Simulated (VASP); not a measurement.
# CdS: electric field gradients with LDA

CdS:

```
Cd S
1.0
     4.16218    0.00000    0.00000
    -2.08109    3.60456    0.00000
     0.00000    0.00000    6.79370
Cd S
2 2
Direct
  0.33333 0.66667 0.00000
  0.66667 0.33333 0.50000
  0.33333 0.66667 0.38500
  0.66667 0.33333 0.88500
```

This cell differs from its parent crystal: volume scaled by 1.02.

| Quantity | Value |
| --- | --- |
| Program | VASP 6.6.1 |
| Task | electric field gradients |
| Functional | LDA |
| Potentials or basis | VASP PAW LDA potentials, release 64 (Cd, S) |
| Cutoff | 520 eV |
| k mesh | 8 × 8 × 4 |
| Occupations | fermi-dirac, width 0.02 eV |
| Spin | no spin polarisation |
| Dipole correction | no |
| Further INCAR settings | ALGO = Normal; EDIFF = 1e-08; NBANDS = 26 |

* Pressure: -3.3 GPa
* Largest force: 0.228 eV/Å
* Band gap on the k mesh: 0.93 eV, direct

Forces in eV/Å, atoms in the order of the input:
```
Cd   0.000  0.000  0.228
Cd   0.000  0.000  0.228
S    0.000  0.000 -0.228
S    0.000  0.000 -0.228
```

Stress tensor (GPa, compression positive):
```
-2.78  0.00  0.00
 0.00 -2.78  0.00
 0.00  0.00 -4.43
```

Levels at points of the mesh, in eV from the valence-band top:
| k point | band 14 | band 15 | band 16 | band 17 | band 18 | band 19 | band 20 | band 21 | band 22 | band 23 |
| --- | --- | --- | --- | --- | --- | --- | --- | --- | --- | --- |
| (0.00, 0.00, 0.00) | -0.69 | -0.69 | -0.03 | 0.00 | 0.00 | 0.93 | 2.47 | 6.31 | 6.31 | 6.57 |
| (0.50, 0.00, 0.00) | -3.60 | -2.52 | -1.83 | -1.20 | -0.82 | 3.48 | 3.65 | 4.92 | 6.12 | 7.04 |
| (0.00, 0.00, 0.50) | -2.43 | -0.36 | -0.36 | -0.36 | -0.36 | 2.56 | 2.56 | 5.90 | 5.90 | 6.65 |
| (0.50, 0.00, 0.50) | -4.15 | -1.35 | -1.35 | -1.26 | -1.26 | 3.28 | 3.28 | 5.11 | 5.11 | 7.62 |

Electric field gradients, principal values (V/Å²):
```tsv
atom	least	middle	greatest (by size)
1 Cd	-17.409	-17.410	34.818
2 Cd	-17.409	-17.410	34.818
3 S	3.683	3.683	-7.366
4 S	3.683	3.683	-7.366
```

Run time: 55 s on 1 thread of Intel(R) Xeon(R) Platinum 8375C CPU @ 2.90GHz (Ice Lake), with other jobs on the host, peak memory 0.22 GiB.

Caveat: without QUAD_EFG the Cq values of the log hold for a quadrupole moment of 1 mb, not for the nuclei.
